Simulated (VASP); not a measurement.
# H19C2NO8 in VASP: a series of runs

H19C2NO8 is run at these levels: PBE+D3(BJ); tasks: single point.

All numbers are computed with VASP 6.6.1; they aren't measurements. Logs are shortened: lines on timing, memory, paths and dates and some standing lists are left out, and cuts for length are marked.

### 1 The cell of the first run

The cell holds a disordered packing, 30 atoms: a = 5.850 Å, b = 5.850 Å, c = 5.850 Å, α = 90.00°, β = 90.00°, γ = 90.00°.

### 2 Single point, PBE+D3(BJ)

Input file INCAR:

```
SYSTEM = H19C2NO8
  PREC = Accurate
  ENCUT = 520
  EDIFF = 1E-7
  ISMEAR = -1
  SIGMA = 0.02
  LREAL = Auto
  LASPH = .True.
  NELM = 80
  ALGO = Normal
  ISIF = 2
  LWAVE = .False.
  LCHARG = .False.
  GGA = PE
  IVDW = 12
  NBANDS = 61
```

Input file KPOINTS:

```
regular mesh
0
Gamma
  1 1 1
  0 0 0
```

Input file POSCAR:

```
H19C2NO8
1.0
    5.8497000000      0.0000000000      0.0000000000
    0.0000000000      5.8497000000      0.0000000000
    0.0000000000      0.0000000000      5.8497000000
O H C N
8 19 2 1
Direct
    1.1044327060      0.9544079184      0.5785937740
    0.3427697147      0.1110826196      0.2175154281
    0.3095030514      0.5473614031      0.4320392499
    0.6764278510      0.8574456810      0.4592885105
    0.8889173804      0.3091953434      0.2672615690
    0.9369711267      0.7692360292      1.0543104775
    0.7909807341      0.5030172487      0.6523753355
    0.1452040276      0.3613860540      0.8488469494
    0.9325264543      0.8833615399      0.5890045643
    1.1971383148      1.0549771783      0.2999982905
    0.2330034019      0.4261244166      0.3411627947
    0.5269842898      0.1061763851      0.3225635503
    0.2577226183      0.4966579483      0.9247311828
    0.3878489495      0.4434928287      0.5321127579
    0.6175017522      0.6962408329      0.4330820384
    0.8033403422      0.8409320136      0.3649759817
    0.7291143136      0.2573636255      0.2972118228
    0.8525394465      0.3489409713      0.1037660051
    1.0241038002      0.6804793408      1.1563328034
    0.7630818674      0.7318665914      1.1029796400
    0.9433304272      0.5221293400      0.6098261449
    0.7270287365      0.5263688736      0.7975793630
    0.1238012206      0.2216523924      0.9497752021
    0.0315058892      0.1162965622      0.6297758859
    0.7223447356      0.1900952186      0.9000119664
    0.5385404380      0.1577516796      0.6177068910
    0.4806400328      0.3001521446      0.9101150486
    0.5616356394      0.1308443168      0.8073234525
    0.5140776450     -0.1081935826      0.8714293041
    0.4582457220     -0.3094175770      0.9140468742
```

Potentials or basis: VASP PAW PBE potentials, release 64 (O, H, C, N).

Run with:

```bash
> cat potpaw_PBE.64/O/POTCAR potpaw_PBE.64/H/POTCAR potpaw_PBE.64/C/POTCAR potpaw_PBE.64/N/POTCAR > POTCAR
> mpirun -np 1 vasp_gam > vasp.out
```

OUTCAR:

```text
SYSTEM = H19C2NO8
   PREC = Accurate
   ENCUT = 520
   EDIFF = 1E-7
   ISMEAR = -1
   LREAL = Auto
   LASPH = .True.
   NELM = 80
   ISIF = 2
   GGA = PE
   IVDW = 12
 IVDW          = 12

 ion  position               nearest neighbor table
   1  0.104  0.954  0.579-  24 1.08   9 1.09
   2  0.343  0.111  0.218-  10 1.03  12 1.24
   3  0.310  0.547  0.432-  14 0.96  11 0.99
   4  0.676  0.857  0.459-  16 0.93  15 1.02
   5  0.889  0.309  0.267-  17 1.00  18 1.01
   6  0.937  0.769  0.054-  19 0.94  20 1.08
   7  0.791  0.503  0.652-  21 0.93  22 0.94
   8  0.145  0.361  0.849-  23 1.02  13 1.12
   9  0.933  0.883  0.589-   1 1.09
  10  0.197  0.055  0.300-   2 1.03
  11  0.233  0.426  0.341-   3 0.99
  12  0.527  0.106  0.323-   2 1.24
  13  0.258  0.497  0.925-   8 1.12
  14  0.388  0.443  0.532-   3 0.96
[... 11 lines left out ...]
  26  0.539  0.158  0.618-  28 1.13
  27  0.481  0.300  0.910-  28 1.25
  28  0.562  0.131  0.807-  26 1.13  25 1.14  27 1.25  29 1.47
  29  0.514  0.892  0.871-  30 1.25  28 1.47
  30  0.458  0.691  0.914-  29 1.25

  LATTYP: Found a simple cubic cell.
 ALAT       =     5.8497000000

  Lattice vectors:

 A1 = (   5.8497000000,   0.0000000000,   0.0000000000)
 A2 = (   0.0000000000,   5.8497000000,   0.0000000000)
 A3 = (   0.0000000000,   0.0000000000,   5.8497000000)

Analysis of symmetry for initial positions (statically):
=====================================================================
 Subroutine PRICEL returns:
 Original cell was already a primitive cell.

 Routine SETGRP: Setting up the symmetry group for a
 simple cubic supercell.

 Subroutine GETGRP returns: Found  1 space group operations
 (whereof  1 operations were pure point group operations)
 out of a pool of 48 trial point group operations.

The static configuration has the point symmetry C_1 .

Analysis of symmetry for dynamics (positions and initial velocities):
=====================================================================
 Subroutine PRICEL returns:
 Original cell was already a primitive cell.

 Routine SETGRP: Setting up the symmetry group for a
 simple cubic supercell.

 Subroutine GETGRP returns: Found  1 space group operations
 (whereof  1 operations were pure point group operations)
 out of a pool of 48 trial point group operations.

The dynamic configuration has the point symmetry C_1 .

 Subroutine INISYM returns: Found  1 space group operations
 (whereof  1 operations are pure point group operations),
 and found     1 'primitive' translations

----------------------------------------------------------------------------------------

                                     Primitive cell

  volume of cell :     200.1708

  direct lattice vectors                    reciprocal lattice vectors
     5.849700000  0.000000000  0.000000000     0.170948938  0.000000000  0.000000000
     0.000000000  5.849700000  0.000000000     0.000000000  0.170948938  0.000000000
     0.000000000  0.000000000  5.849700000     0.000000000  0.000000000  0.170948938

  length of vectors
     5.849700000  5.849700000  5.849700000     0.170948938  0.170948938  0.170948938

  position of ions in fractional coordinates (direct lattice)
     0.104432706  0.954407918  0.578593774
     0.342769715  0.111082620  0.217515428
     0.309503051  0.547361403  0.432039250
     0.676427851  0.857445681  0.459288511
     0.888917380  0.309195343  0.267261569
     0.936971127  0.769236029  0.054310478
[... 22 lines left out ...]
     0.514077645  0.891806417  0.871429304
     0.458245722  0.690582423  0.914046874

  ion indices of the primitive-cell ions
   primitive index   ion index
                 1           1
                 2           2
                 3           3
                 4           4
                 5           5
                 6           6
[... 22 lines left out ...]
                29          29
                30          30

----------------------------------------------------------------------------------------

 KPOINTS: regular mesh

Automatic generation of k-mesh.
 Grid dimensions read from file:
 generate k-points for:    1    1    1

 Generating k-lattice:

  Cartesian coordinates                     Fractional coordinates (reciprocal lattice)
     0.170948938  0.000000000  0.000000000     1.000000000  0.000000000  0.000000000
     0.000000000  0.170948938  0.000000000     0.000000000  1.000000000  0.000000000
     0.000000000  0.000000000  0.170948938     0.000000000  0.000000000  1.000000000

  Length of vectors
     0.170948938  0.170948938  0.170948938

  Shift w.r.t. Gamma in fractional coordinates (k-lattice)
     0.000000000  0.000000000  0.000000000

 Subroutine IBZKPT returns following result:
 ===========================================

 Found      1 irreducible k-points:

 Following reciprocal coordinates:
            Coordinates               Weight
  0.000000  0.000000  0.000000      1.000000
   k-points           NKPTS =      1   k-points in BZ     NKDIM =      1   number of bands    NBANDS=     61
   number of dos      NEDOS =    301   number of ions     NIONS =     30
   total plane-waves  NPLWV = 110592
   dimension x,y,z NGX =    48 NGY =   48 NGZ =   48
   dimension x,y,z NGXF=    96 NGYF=   96 NGZF=   96
   ions per type =               8  19   2   1
   NGX,Y,Z   is equivalent  to a cutoff of  13.64, 13.64, 13.64 a.u.
   NGXF,Y,Z  is equivalent  to a cutoff of  27.28, 27.28, 27.28 a.u.
 SYSTEM =  H19C2NO8
   PREC   = accura    normal or accurate (medium, high low for compatibility)
   ISTART =      0    job   : 0-new  1-cont  2-samecut
   ICHARG =      2    charge: 1-file 2-atom 10-const
   ISPIN  =      1    spin polarized calculation?
   LNONCOLLINEAR =      F non collinear calculations
   LSORBIT =      F    spin-orbit coupling
   LASPH  =      T    aspherical Exc in radial PAW
   ENCUT  =  520.0 eV  38.22 Ry    6.18 a.u.  10.88 10.88 10.88*2*pi/ulx,y,z
   NELM   =     80;   NELMIN=  2; NELMDL= -5     # of ELM steps
   EDIFF  = 0.1E-06   stopping-criterion for ELM
   LREAL  =      T    real-space projection
   EDIFFG = 0.1E-05   stopping-criterion for IOM
   NSW    =      0    number of steps for IOM
   IBRION =     -1    ionic relax: 0-MD 1-quasi-New 2-CG
   NFREE  =      0    steps in history (QN), initial steepest desc. (CG)
   ISIF   =      2    stress and relaxation
   ISYM   =      2    0-nonsym 1-usesym 2-fastsym
   POTIM  = 0.5000    time-step for ionic-motion
   TEBEG  =    0.0;   TEEND  =   0.0 temperature during run
   PSTRESS=    0.0 pullay stress
   NELECT =      80.0000    total number of electrons
   NUPDOWN=      -1.0000    fix difference up-down
   EMIN   =  10.00;   EMAX   =-10.00  energy-range for DOS
   EFERMI =   0.00;   METHOD = LEGACY
   ISMEAR =    -1;   SIGMA  =   0.02  broadening in eV -4-tet -1-fermi 0-gaus
   EFERMI_NEDOS =   21; number of points for ismear=-14 and -15
   IALGO  =     38    algorithm
   IMIX   =      4    mixing-type and parameters
     AMIX     =   0.40;   BMIX     =  1.00
     AMIX_MAG =   1.60;   BMIX_MAG =  1.00
  volume/ion in A,a.u.               =       6.67        45.03
  Fermi-wavevector in a.u.,A,eV,Ry     =   1.205881  2.278785 19.784908  1.454150
  Thomas-Fermi vector in A             =   2.341565
   LORBIT       =      0    0 simple, 1 ext, 2 COOP (PROOUT), +10 PAW based schemes
   GGA     = PE    functional components
   LHFCALC =     F    Hartree Fock is set to
   AEXX    =    0.0000 exact exchange contribution
   IVDW    =    12    specifies the selected vdW correction
   LEPSILON=     F    determine dielectric tensor
   LRPA    =     F    only Hartree local field effects (RPA)
 non-spin polarized calculation
  energy-cutoff  :      520.00
  volume of cell :      200.17
 maximum number of plane-waves:      2725
 NGX is ok and might be reduce to    42
   NGX = 21   NGY = 21   NGZ = 21

 number of electron      80.0000002 magnetization

 Free energy of the ion-electron system (eV)
  ---------------------------------------------------
  ext. energy  EPLUGINS =         0.00000000
  ---------------------------------------------------
  free energy    TOTEN  =      -144.90273124 eV

  energy without entropy =     -144.90273124  energy(sigma->0) =     -144.90273124

 E-fermi :  -0.1521     XC(G=0):  -9.0513

 val. band max:       -0.7049525823   @ k =   0.0000   0.0000   0.0000
 cond. band min:       2.6260266772   @ k =   0.0000   0.0000   0.0000
 fundamental gap:      3.3309792594
 Fermi energy:        -0.1521467199

 k-point     1 :       0.0000    0.0000    0.0000
  band No.  band energies     occupation
      1     -21.1939      2.00000
      2     -20.7198      2.00000
      3     -19.9465      2.00000
      4     -19.9113      2.00000
      5     -19.7024      2.00000
      6     -18.8069      2.00000
[... 44 lines left out ...]
     51       8.3876      0.00000
     52       8.8826      0.00000
 [bands above 52 left out]

------------------------ aborting loop because EDIFF is reached ----------------------------------------

 Edisp (eV)   -1.86080

 E8    (eV) :    -0.4057

  FORCE on cell =-STRESS in cart. coord.  units (eV):
  Direction    XX          YY          ZZ          XY          YZ          ZX
  --------------------------------------------------------------------------------------
  -------------------------------------------------------------------------------------
  Total      -2.65393   -11.93950     8.52897    -8.98858    -0.15580    -3.48488
  in kB     -21.24219   -95.56437    68.26628   -71.94507    -1.24701   -27.89318
  external pressure =      -16.18 kB  Pullay stress =        0.00 kB

 VOLUME and BASIS-vectors are now :
 -----------------------------------------------------------------------------
  energy-cutoff  :      520.00
  volume of cell :      200.17
      direct lattice vectors                 reciprocal lattice vectors
     5.849700000  0.000000000  0.000000000     0.170948938  0.000000000  0.000000000
     0.000000000  5.849700000  0.000000000     0.000000000  0.170948938  0.000000000
     0.000000000  0.000000000  5.849700000     0.000000000  0.000000000  0.170948938

 POSITION                                       TOTAL-FORCE (eV/Angst)
 -----------------------------------------------------------------------------------
      0.61090      5.58300      3.38460        -4.789486      2.186449      1.231400
      2.00510      0.64980      1.27240         2.166345      0.430995      1.389752
      1.81050      3.20190      2.52730        -0.544498     -0.344957     -0.968349
      3.95690      5.01580      2.68670        -2.124472     -0.568279     -0.189628
      5.19990      1.80870      1.56340        -2.082474     -0.010177     -1.884280
      5.48100      4.49980      0.31770        -4.089414      0.499567      0.336973
[... 22 lines left out ...]
      3.00720      5.21680      5.09760        -2.782677     -4.009643      0.932681
      2.68060      4.03970      5.34690         1.651995      6.535292     -0.859168
 -----------------------------------------------------------------------------------
    total drift:                               -0.000069      0.008506     -0.005938

  FREE ENERGIE OF THE ION-ELECTRON SYSTEM (eV)
  ---------------------------------------------------
  free  energy   TOTEN  =      -146.7635323927 eV

  energy  without entropy=     -146.7635323927  energy(sigma->0) =     -146.76353239
```

Run time: 31 s. Hardware: 1 thread of Intel Xeon Platinum 8488C (Sapphire Rapids), shared host; peak memory 0.36 GiB.

What came out:

```
Free energy                : -146.7635 eV
Pressure                   : -1.6 GPa
Largest force              : 6.795 eV/Å
Dispersion energy per atom : -0.062 eV
```

Forces in eV/Å, atoms in the order of the input:
```
O   -4.789  2.186  1.231
O    2.166  0.431  1.390
O   -0.544 -0.345 -0.968
O   -2.124 -0.568 -0.190
O   -2.082 -0.010 -1.884
O   -4.089  0.500  0.337
O   -2.959 -1.445 -2.498
O    0.730  0.770  1.959
H    3.055  0.443  0.193
H    2.135  0.029  0.706
H    0.297  0.379 -0.176
H   -4.954 -1.507 -1.597
H   -1.693 -2.058 -1.155
H    0.394 -0.043  0.961
H   -0.624  1.081  0.934
H    2.451  0.572 -1.935
H    1.135  0.446  0.836
H    1.325  0.092  0.824
H    1.183 -0.921  1.045
H    3.124  0.571 -1.244
H    2.156  0.206  0.876
H    0.638  1.011  1.310
H    1.087  1.527 -0.531
H    2.039 -2.228 -0.842
H    0.004 -1.449 -1.826
H    0.681 -0.170  1.643
H   -0.214 -2.978 -1.369
C    0.605  0.955  1.897
C   -2.783 -4.010  0.933
N    1.652  6.535 -0.859
```

Levels at points of the mesh, in eV from the Fermi level:
```csv
k point,band 38,band 39,band 40,band 41,band 42,band 43
"(0.00, 0.00, 0.00)",-0.89,-0.63,-0.55,2.78,3.54,3.96
```

Caveat: the k points lie up to 1.07 Å⁻¹ apart, too coarse for converged energies, forces and pressures; the atoms stand as in a frame of molecular dynamics.

(Continued in part 2 of 2.)
